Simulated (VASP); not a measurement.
Wanted: the native input for a VASP 6.6.1 run.

```yaml
Task: single point
Functional: r2SCAN
Potentials_or_basis: VASP PAW PBE potentials, release 64 (H)
Cutoff: 520 eV
k_mesh: 9 × 9 × 4
Occupations: gaussian, width 0.02 eV
Spin: no spin polarisation
Dipole_correction: no
Further_INCAR_settings: ALGO = Normal; EDIFF = 1e-06; NBANDS = 10
```

The system is H.

```
H
1.0
     4.10945    0.00000    0.00000
    -2.05472    3.55889    0.00000
     0.00000    0.00000    5.23697
H
4
Cartesian
  0.0000 2.3726 0.9795
  2.0547 1.1863 3.5980
  2.0547 1.1863 4.2575
  0.0000 2.3726 1.6390
```

This cell differs from its parent crystal: biaxial strain in the a-b plane: +6.0 %.

These files were run (other wordings do the same):

POSCAR

```
H
1.0
    4.1094475205      0.0000000000      0.0000000000
   -2.0547237602      3.5588859483      0.0000000000
    0.0000000000      0.0000000000      5.2369725783
H
4
Direct
    0.3333333333      0.6666666667      0.1870316952
    0.6666666667      0.3333333333      0.6870316952
    0.6666666667      0.3333333333      0.8129683048
    0.3333333333      0.6666666667      0.3129683048
```

INCAR.step1

```
SYSTEM = H
PREC = Accurate
ENCUT = 520
ISMEAR = 0
SIGMA = 0.02
LREAL = .FALSE.
LASPH = .TRUE.
NELM = 100
NBANDS = 10
GGA = PE
ALGO = Normal
EDIFF = 1E-4
LWAVE = .TRUE.
LCHARG = .FALSE.
```

INCAR.step2

```
SYSTEM = H
PREC = Accurate
ENCUT = 520
EDIFF = 1E-6
ISMEAR = 0
SIGMA = 0.02
LREAL = .FALSE.
LASPH = .TRUE.
NELM = 100
ALGO = Normal
ISIF = 2
LWAVE = .FALSE.
LCHARG = .FALSE.
METAGGA = R2SCAN
LMIXTAU = .TRUE.
NBANDS = 10
ISTART = 1
```

KPOINTS

```
Automatic mesh
0
G
  9 9 4
  0 0 0
```

Potentials or basis: VASP PAW PBE potentials, release 64 (H).

Command:

```console
$ cat potpaw_PBE.64/H/POTCAR > POTCAR
$ cp INCAR.step1 INCAR
$ mpirun -np 1 vasp_std > vasp.out
$ cp INCAR.step2 INCAR
$ mpirun -np 1 vasp_std > vasp.out
```

Results of the run:

* Pressure: 3.5 GPa
* Largest force: 3.957 eV/Å
* Band gap on the k mesh: 11.72 eV

Caveat: the cell differs from its parent crystal (biaxial strain in the a-b plane: +6.0 %); the cell stands under pressure; the PAW data sets were made with another functional, which shifts forces and pressure a little; an odd mesh through Γ misses points on the zone boundary, where band edges can lie.

Run time: 58 s on 1 thread of Intel(R) Xeon(R) 6975P-C (Granite Rapids) (shared host), peak memory 0.19 GiB.
